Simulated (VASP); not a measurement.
A run of VASP 6.6.1 is set up as follows.

Contents of INCAR:

```
SYSTEM = YFe2
  PREC = Accurate
  ENCUT = 600
  EDIFF = 1E-7
  ISMEAR = -1
  SIGMA = 0.1
  LREAL = .FALSE.
  LASPH = .TRUE.
  NELM = 200
  ALGO = Normal
  ISIF = 3
  LWAVE = .FALSE.
  LCHARG = .FALSE.
  ISPIN = 2
  MAGMOM = 0 0 4.5 4.5 4.5 4.5
  LORBIT = 11
  LMAXMIX = 4
  GGA = PS
  IBRION = 2
  NSW = 60
  EDIFFG = -0.03
  GGA_COMPAT = .FALSE.
  NELMIN = 4
```

KPOINTS

```
regular mesh
0
G
  7 7 7
  0 0 0
```

POSCAR

```
YFe2
1.0
    0.0000000000      3.6745895000      3.6745895000
    3.6745895000      0.0000000000      3.6745895000
    3.6745895000      3.6745895000      0.0000000000
Y Fe
2 4
Direct
    0.7500000000      0.7500000000      0.7500000000
    0.5000000000      0.5000000000      0.5000000000
    0.1250000000      0.1250000000      0.1250000000
    0.6250000000      0.1250000000      0.1250000000
    0.1250000000      0.6250000000      0.1250000000
    0.1250000000      0.1250000000      0.6250000000
```

Potentials or basis: VASP PAW PBE potentials, release 64 (Y_sv, Fe).

Command:

```console
$ cat potpaw_PBE.64/Y_sv/POTCAR potpaw_PBE.64/Fe/POTCAR > POTCAR
$ mpirun -np 1 vasp_std > vasp.out
```

(1) What does it give for the relaxed volume?

(2) Estimate the relaxed cell.

Answers

(1) 15.08 Å³/atom.

(2) a = 5.039 Å, b = 5.039 Å, c = 5.039 Å, α = 60.00°, β = 60.00°, γ = 60.00°.

Caveat: the PAW data sets were made with another functional, which shifts forces and pressure a little.
